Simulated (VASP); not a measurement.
# Ir (Fm-3m) in VASP: notebook

The runs below take Ir through single point, with B3LYP, BLYP.

Everything below comes from runs of VASP 6.6.1. Logs are shortened: lines on timing, memory, paths and dates and some standing lists are left out, and cuts for length are marked.

## Step 1: The cell of the first run

It takes space group Fm-3m (No. 225, cubic). The conventional cell has a = 3.938 Å, b = 3.938 Å, c = 3.938 Å, α = 90.00°, β = 90.00°, γ = 90.00°. Within 3.7 Å of Ir (site symmetry m-3m) lie 12 Ir at 2.78 Å.

## Step 2: Single point, B3LYP

The input, POSCAR:

```
Ir
1.0
    0.0000000000      1.9688422977      1.9688422977
    1.9688422977      0.0000000000      1.9688422977
    1.9688422977      1.9688422977      0.0000000000
Ir
1
Direct
    0.0000000000      0.0000000000      0.0000000000
```

The input, INCAR.step1:

```
SYSTEM = Ir
PREC = Accurate
ENCUT = 520
EDIFF = 1E-5
ISMEAR = -1
SIGMA = 0.1
LREAL = .FALSE.
LASPH = .TRUE.
NELM = 80
ALGO = Normal
ISIF = 2
LWAVE = .TRUE.
LCHARG = .FALSE.
NBANDS = 10
GGA = PE
```

The input, INCAR.step2:

```
SYSTEM = Ir
PREC = Accurate
ENCUT = 520
EDIFF = 1E-6
ISMEAR = -1
SIGMA = 0.1
LREAL = .FALSE.
LASPH = .TRUE.
NELM = 80
ALGO = Normal
ISIF = 2
LWAVE = .FALSE.
LCHARG = .FALSE.
GGA = B3
LHFCALC = .TRUE.
AEXX = 0.2
AGGAX = 0.72
AGGAC = 0.81
ALDAC = 0.19
PRECFOCK = Normal
NBANDS = 10
ISTART = 1
```

The input, KPOINTS:

```
regular mesh
0
G
  7 7 7
  0 0 0
```

Potentials or basis: VASP PAW PBE potentials, release 64 (Ir).

Run with:

```
> cat potpaw_PBE.64/Ir/POTCAR > POTCAR
> cp INCAR.step1 INCAR
> mpirun -np 1 vasp_std > vasp.out
> cp INCAR.step2 INCAR
> mpirun -np 1 vasp_std > vasp.out
```

OUTCAR:

```text
SYSTEM = Ir
   PREC = Accurate
   ENCUT = 520
   EDIFF = 1E-6
   ISMEAR = -1
   LREAL = .FALSE.
   LASPH = .TRUE.
   NELM = 80
   ISIF = 2
   GGA = B3
   LHFCALC = .TRUE.
   AEXX = 0.2
   PRECFOCK = Normal
   ISTART = 1

 ion  position               nearest neighbor table
   1  0.000  0.000  0.000-

  LATTYP: Found a face centered cubic cell.
 ALAT       =     3.9376845954

  Lattice vectors:

 A1 = (   0.0000000000,   1.9688422977,   1.9688422977)
 A2 = (   1.9688422977,   0.0000000000,   1.9688422977)
 A3 = (   1.9688422977,   1.9688422977,   0.0000000000)

Analysis of symmetry for initial positions (statically):
=====================================================================
 Subroutine PRICEL returns:
 Original cell was already a primitive cell.

 Routine SETGRP: Setting up the symmetry group for a
 face centered cubic supercell.

 Subroutine GETGRP returns: Found 48 space group operations
 (whereof 48 operations were pure point group operations)
 out of a pool of 48 trial point group operations.

The static configuration has the point symmetry O_h .

Analysis of symmetry for dynamics (positions and initial velocities):
=====================================================================
 Subroutine PRICEL returns:
 Original cell was already a primitive cell.

 Routine SETGRP: Setting up the symmetry group for a
 face centered cubic supercell.

 Subroutine GETGRP returns: Found 48 space group operations
 (whereof 48 operations were pure point group operations)
 out of a pool of 48 trial point group operations.

The dynamic configuration has the point symmetry O_h .

 Subroutine INISYM returns: Found 48 space group operations
 (whereof 48 operations are pure point group operations),
 and found     1 'primitive' translations

----------------------------------------------------------------------------------------

                                     Primitive cell

  volume of cell :      15.2638

  direct lattice vectors                    reciprocal lattice vectors
     0.000000000  1.968842298  1.968842298    -0.253956348  0.253956348  0.253956348
     1.968842298  0.000000000  1.968842298     0.253956348 -0.253956348  0.253956348
     1.968842298  1.968842298  0.000000000     0.253956348  0.253956348 -0.253956348

  length of vectors
     2.784363480  2.784363480  2.784363480     0.439865298  0.439865298  0.439865298

  position of ions in fractional coordinates (direct lattice)
     0.000000000  0.000000000  0.000000000

  ion indices of the primitive-cell ions
   primitive index   ion index
                 1           1

----------------------------------------------------------------------------------------

 KPOINTS: regular mesh

Automatic generation of k-mesh.
 Grid dimensions read from file:
 generate k-points for:    7    7    7

 Generating k-lattice:

  Cartesian coordinates                     Fractional coordinates (reciprocal lattice)
    -0.036279478  0.036279478  0.036279478     0.142857143  0.000000000  0.000000000
     0.036279478 -0.036279478  0.036279478     0.000000000  0.142857143  0.000000000
     0.036279478  0.036279478 -0.036279478     0.000000000  0.000000000  0.142857143

  Length of vectors
     0.062837900  0.062837900  0.062837900

  Shift w.r.t. Gamma in fractional coordinates (k-lattice)
     0.000000000  0.000000000  0.000000000

 Subroutine IBZKPT returns following result:
 ===========================================

 Found     20 irreducible k-points:

 Following reciprocal coordinates:
            Coordinates               Weight
  0.000000  0.000000  0.000000      1.000000
  0.142857  0.000000  0.000000      8.000000
  0.285714  0.000000  0.000000      8.000000
  0.428571  0.000000  0.000000      8.000000
  0.142857  0.142857  0.000000      6.000000
  0.285714  0.142857  0.000000     24.000000
[... 12 lines left out ...]
 -0.428571  0.428571  0.142857     24.000000
 -0.285714  0.428571  0.142857     24.000000
   k-points           NKPTS =     20   k-points in BZ     NKDIM =    343   number of bands    NBANDS=     10
   number of dos      NEDOS =    301   number of ions     NIONS =      1
   total plane-waves  NPLWV =  13824
   dimension x,y,z NGX =    24 NGY =   24 NGZ =   24
   dimension x,y,z NGXF=    48 NGYF=   48 NGZF=   48
   ions per type =               1
   NGX,Y,Z   is equivalent  to a cutoff of  14.33, 14.33, 14.33 a.u.
   NGXF,Y,Z  is equivalent  to a cutoff of  28.66, 28.66, 28.66 a.u.
 SYSTEM =  Ir
   PREC   = accura    normal or accurate (medium, high low for compatibility)
   ISTART =      1    job   : 0-new  1-cont  2-samecut
   ICHARG =      0    charge: 1-file 2-atom 10-const
   ISPIN  =      1    spin polarized calculation?
   LNONCOLLINEAR =      F non collinear calculations
   LSORBIT =      F    spin-orbit coupling
   LASPH  =      T    aspherical Exc in radial PAW
   ENCUT  =  520.0 eV  38.22 Ry    6.18 a.u.   5.18  5.18  5.18*2*pi/ulx,y,z
   NELM   =     80;   NELMIN=  2; NELMDL=  0     # of ELM steps
   EDIFF  = 0.1E-05   stopping-criterion for ELM
   LREAL  =      F    real-space projection
   EDIFFG = 0.1E-04   stopping-criterion for IOM
   NSW    =      0    number of steps for IOM
   IBRION =     -1    ionic relax: 0-MD 1-quasi-New 2-CG
   NFREE  =      0    steps in history (QN), initial steepest desc. (CG)
   ISIF   =      2    stress and relaxation
   ISYM   =      3    0-nonsym 1-usesym 2-fastsym
   POTIM  = 0.5000    time-step for ionic-motion
   TEBEG  =    0.0;   TEEND  =   0.0 temperature during run
   PSTRESS=    0.0 pullay stress
   NELECT =       9.0000    total number of electrons
   NUPDOWN=      -1.0000    fix difference up-down
   EMIN   =  10.00;   EMAX   =-10.00  energy-range for DOS
   EFERMI =   0.00;   METHOD = LEGACY
   ISMEAR =    -1;   SIGMA  =   0.10  broadening in eV -4-tet -1-fermi 0-gaus
   EFERMI_NEDOS =   21; number of points for ismear=-14 and -15
   IALGO  =     38    algorithm
   IMIX   =      1    mixing-type and parameters
     AMIX     =   0.40;   BMIX     =  1.00
     AMIX_MAG =   1.60;   BMIX_MAG =  1.00
  volume/ion in A,a.u.               =      15.26       103.01
  Fermi-wavevector in a.u.,A,eV,Ry     =   1.372781  2.594181 25.640573  1.884529
  Thomas-Fermi vector in A             =   2.498358
   LORBIT       =      0    0 simple, 1 ext, 2 COOP (PROOUT), +10 PAW based schemes
   GGA     = B3    functional components
   LHFCALC =     T    Hartree Fock is set to
   PRECFOCK=normal    Normal, Fast or Accurate (Low or Medium for compatibility)
   ENCUT4O =  -1.0   cutoff for four orbital integrals eV
   NKREDX  =     1    reduce k-point grid by
   NKREDY  =     1    reduce k-point grid by
   NKREDZ  =     1    reduce k-point grid by
   AEXX    =    0.2000 exact exchange contribution
   HFSCREEN=    0.0000 screening length (either q_TF or 0.3 A-1)
   HFSCREENC=   0.0000 screening length for correlation (either q_TF or 0.3 A-1)
   ENCUTFOCK=  -1.0 apply spherical cutoff to Coloumb kernel
   IVDW    =     0    specifies the selected vdW correction
   LEPSILON=     F    determine dielectric tensor
   LRPA    =     F    only Hartree local field effects (RPA)
 non-spin polarized calculation
  energy-cutoff  :      520.00
  volume of cell :       15.26
 maximum number of plane-waves:       424
 NGX is ok and might be reduce to    24
  NGX = 16; NGY = 16; NGZ = 16

 number of electron       9.0000000 magnetization

 Free energy of the ion-electron system (eV)
  ---------------------------------------------------
  ext. energy  EPLUGINS =         0.00000000
  ---------------------------------------------------
  free energy    TOTEN  =        -9.39509454 eV

  energy without entropy =       -9.38947813  energy(sigma->0) =       -9.39228633

 E-fermi :   8.9883     XC(G=0): -10.7164

 val. band max:        8.5369441010   @ k =   0.2857   0.2857   0.0000
 cond. band min:       8.9994567034   @ k =  -0.4286   0.4286   0.0000
 fundamental gap:      0.4625126024
 Fermi energy:         8.9883103280

 k-point     1 :       0.0000    0.0000    0.0000
  band No.  band energies     occupation
      1      -2.1149      2.00000
      2       4.9048      2.00000
      3       4.9048      2.00000
      4       4.9049      2.00000
      5       7.2215      2.00000
      6       7.2215      2.00000
      7      25.1442      0.00000
      8      30.3824      0.00000
      9      30.3824      0.00000
     10      30.3824      0.00000

 k-point     2 :       0.1429    0.0000    0.0000
  band No.  band energies     occupation
      1      -1.2371      2.00000
      2       4.5726      2.00000
      3       5.2312      2.00000
      4       5.2312      2.00000
      5       7.1317      2.00000
      6       7.1317      2.00000
      7      26.4058      0.00000
      8      27.3277      0.00000
      9      31.6887      0.00000
     10      31.6887      0.00000

 k-point     3 :       0.2857    0.0000    0.0000
  band No.  band energies     occupation
      1       0.4773      2.00000
      2       4.8805      2.00000
      3       5.1927      2.00000
      4       5.1928      2.00000
      5       8.0717      1.99979
      6       8.0717      1.99979
      7      22.9493      0.00000
      8      26.8101      0.00000
      9      33.6194      0.00000
     10      33.6194      0.00000

 k-point     4 :       0.4286    0.0000    0.0000
  band No.  band energies     occupation
      1       0.8924      2.00000
      2       4.7764      2.00000
      3       4.7764      2.00000
      4       7.7500      1.99999
      5      10.0726      0.00004
      6      10.0726      0.00004
      7      18.0405      0.00000
      8      24.9458      0.00000
      9      30.4224      0.00000
     10      30.4224      0.00000
[... 170 lines left out ...]
 k-point    18 :      -0.4286    0.2857    0.1429
  band No.  band energies     occupation
      1       2.6666      2.00000
      2       3.5007      2.00000
      3       4.6445      2.00000
      4       6.6531      2.00000
      5       9.8257      0.00046
      6      14.0839      0.00000
      7      18.4122      0.00000
      8      24.3980      0.00000
      9      26.2405      0.00000
     10      31.1185      0.00000

 k-point    19 :      -0.4286    0.4286    0.1429
  band No.  band energies     occupation
      1       2.0010      2.00000
      2       2.5431      2.00000
      3       5.9577      2.00000
      4       8.2099      1.99917
      5      10.5529      0.00000
      6      14.4956      0.00000
      7      19.6545      0.00000
      8      21.7328      0.00000
      9      23.8844      0.00000
     10      33.9141      0.00000

 k-point    20 :      -0.2857    0.4286    0.1429
  band No.  band energies     occupation
      1       2.5987      2.00000
      2       3.4680      2.00000
      3       4.8006      2.00000
      4       7.1082      2.00000
      5      10.5720      0.00000
      6      16.5167      0.00000
      7      18.7505      0.00000
      8      20.3956      0.00000
      9      24.3388      0.00000
     10      33.2344      0.00000

------------------------ aborting loop because EDIFF is reached ----------------------------------------

  FORCE on cell =-STRESS in cart. coord.  units (eV):
  Direction    XX          YY          ZZ          XY          YZ          ZX
  --------------------------------------------------------------------------------------
  -------------------------------------------------------------------------------------
  Total       -1.0299652     -1.0299652     -1.0299652      0.0000000     -0.0000000     -0.0000000
  in kB     -108.1111131   -108.1111131   -108.1111131      0.0000000     -0.0000000     -0.0000000
  external PRESSURE =    -108.1111131 kB  Pullay stress =       0.0000000 kB

 VOLUME and BASIS-vectors are now :
 -----------------------------------------------------------------------------
  energy-cutoff  :      520.00
  volume of cell :       15.26
      direct lattice vectors                 reciprocal lattice vectors
     0.000000000  1.968842298  1.968842298    -0.253956348  0.253956348  0.253956348
     1.968842298  0.000000000  1.968842298     0.253956348 -0.253956348  0.253956348
     1.968842298  1.968842298  0.000000000     0.253956348  0.253956348 -0.253956348

 POSITION                                       TOTAL-FORCE (eV/Angst)
 -----------------------------------------------------------------------------------
      0.00000      0.00000      0.00000         0.000000      0.000000      0.000000
 -----------------------------------------------------------------------------------
    total drift:                                0.000000     -0.000000      0.000000

  FREE ENERGIE OF THE ION-ELECTRON SYSTEM (eV)
  ---------------------------------------------------
  free  energy   TOTEN  =        -9.3950945393 eV

  energy  without entropy=       -9.3894781259  energy(sigma->0) =       -9.39228633
```

Run time: 22 min. Hardware: 1 thread of AMD EPYC 7R43 (Zen 3), shared host; peak memory 0.13 GiB.

Results:

```
Free energy : -9.3951 eV
Pressure    : -10.8 GPa
```

Caveat: the k points lie up to 0.39 Å⁻¹ apart; the PAW data sets were made with another functional, which shifts forces and pressure a little; spin-orbit coupling is left out, which moves the levels of the heavy elements.

## Step 3: Single point, BLYP, collinear spin, ferromagnetic start (volume scaled by 1.08)

The input, INCAR:

```
PREC = Accurate ; ENCUT = 500
EDIFF = 1E-6 ; ISMEAR = -1
SIGMA = 0.05 ; LREAL = False
LASPH = True ; NELM = 200
ALGO = Normal ; ISIF = 2
LWAVE = False ; LCHARG = True
ISPIN = 2 ; MAGMOM = 1
LORBIT = 11 ; LMAXMIX = 4
GGA = B5 ; ALDAX = 1.0
AGGAX = 1.0 ; AGGAC = 1.0
ALDAC = 0.0 ; LELF = True
LVHAR = True ; NBANDS = 18
GGA_COMPAT = False
```

The input, KPOINTS:

```
regular mesh
0
Gamma
  22 22 22
```

The input, POSCAR:

```
Ir
1.0
    0.0000000000      2.0195486683      2.0195486683
    2.0195486683      0.0000000000      2.0195486683
    2.0195486683      2.0195486683      0.0000000000
Ir
1
Direct
    0.0000000000      0.0000000000      0.0000000000
```

Potentials or basis: VASP PAW PBE potentials, release 64 (Ir_sv_GW).

Run with:

```
> cat potpaw_PBE.64/Ir_sv_GW/POTCAR > POTCAR
> mpirun -np 1 vasp_std > vasp.out
```

OUTCAR:

```text
PREC = Accurate
   ENCUT = 500
   EDIFF = 1E-6
   ISMEAR = -1
   LREAL = False
   LASPH = True
   NELM = 200
   ISIF = 2
   ISPIN = 2
   LORBIT = 11
   GGA = B5

 ion  position               nearest neighbor table
   1  0.000  0.000  0.000-

  LATTYP: Found a face centered cubic cell.
 ALAT       =     4.0390973366

  Lattice vectors:

 A1 = (   0.0000000000,   2.0195486683,   2.0195486683)
 A2 = (   2.0195486683,   0.0000000000,   2.0195486683)
 A3 = (   2.0195486683,   2.0195486683,   0.0000000000)

Analysis of symmetry for initial positions (statically):
=====================================================================
 Subroutine PRICEL returns:
 Original cell was already a primitive cell.

 Routine SETGRP: Setting up the symmetry group for a
 face centered cubic supercell.

 Subroutine GETGRP returns: Found 48 space group operations
 (whereof 48 operations were pure point group operations)
 out of a pool of 48 trial point group operations.

The static configuration has the point symmetry O_h .

Analysis of symmetry for dynamics (positions and initial velocities):
[... 184 lines left out ...]
      1     -81.2939      1.00000
      2     -38.1493      1.00000
      3     -38.1493      1.00000
      4     -38.1493      1.00000
      5       1.3231      1.00000
      6       7.6116      1.00000
[... 493 lines left out ...]
     17      39.1829      0.00000
     18      43.8131      0.00000

 [... further k-points ...]

 spin component 2

 k-point     1 :       0.0000    0.0000    0.0000
  band No.  band energies     occupation
      1     -81.2938      1.00000
      2     -38.1492      1.00000
      3     -38.1492      1.00000
      4     -38.1492      1.00000
      5       1.3232      1.00000
      6       7.6117      1.00000
[... 493 lines left out ...]
     17      39.1830      0.00000
     18      43.8131      0.00000

 [... further k-points ...]
[... 5 lines left out ...]
  --------------------------------------------------------------------------------------
  -------------------------------------------------------------------------------------
  Total       -2.0492026     -2.0492026     -2.0492026      0.0000000     -0.0000000      0.0000000
  in kB     -199.2978061   -199.2978061   -199.2978061      0.0000000     -0.0000000      0.0000000
  external PRESSURE =    -199.2978061 kB  Pullay stress =       0.0000000 kB

 VOLUME and BASIS-vectors are now :
 -----------------------------------------------------------------------------
  energy-cutoff  :      500.00
  volume of cell :       16.47
      direct lattice vectors                 reciprocal lattice vectors
     0.000000000  2.019548668  2.019548668    -0.247580070  0.247580070  0.247580070
     2.019548668  0.000000000  2.019548668     0.247580070 -0.247580070  0.247580070
     2.019548668  2.019548668  0.000000000     0.247580070  0.247580070 -0.247580070

 POSITION                                       TOTAL-FORCE (eV/Angst)
 -----------------------------------------------------------------------------------
      0.00000      0.00000      0.00000         0.000000      0.000000      0.000000
 -----------------------------------------------------------------------------------
    total drift:                               -0.000000      0.000000      0.000000

  FREE ENERGIE OF THE ION-ELECTRON SYSTEM (eV)
  ---------------------------------------------------
  free  energy   TOTEN  =        -7.9985035418 eV

  energy  without entropy=       -7.9871356429  energy(sigma->0) =       -7.99281959

 total charge

# of ion       s       p       d       f       tot
--------------------------------------------------
    1        4.039   6.073   6.285   0.014  16.411

 magnetization (x)

# of ion       s       p       d       f       tot
--------------------------------------------------
    1        0.000   0.000   0.000   0.000   0.000
```

stdout:

```text
POSCAR found type information on POSCAR Ir
 POSCAR found :  1 types and       1 ions
 scaLAPACK will be used
 -----------------------------------------------------------------------------
|                                                                             |
|                                                                             |
|     You enforced a specific xc type in the INCAR file but a different       |
|     I HOPE YOU KNOW WHAT YOU ARE DOING!                                     |
|                                                                             |
 -----------------------------------------------------------------------------

 LDA part: xc-table for (Slater(with rela. corr.)+VWN5), standard interpolation
 POSCAR, INCAR and KPOINTS ok, starting setup
 FFT: planning ... GRIDC
 FFT: planning ... GRID_SOFT
 FFT: planning ... GRID
 WAVECAR not read
 entering main loop
```

It took 2.2 min on 1 thread of AMD EPYC 9R45 (Zen 5), shared host; peak memory 0.24 GiB.

Results:

- Free energy: -7.9985 eV
- Pressure: -19.9 GPa
- Net moment: 0.00 μB per cell
- Valence electrons inside the program's atomic spheres: Ir 16.41

Caveat: the PAW data sets were made with another functional, which shifts forces and pressure a little; spin-orbit coupling is left out, which moves the levels of the heavy elements.
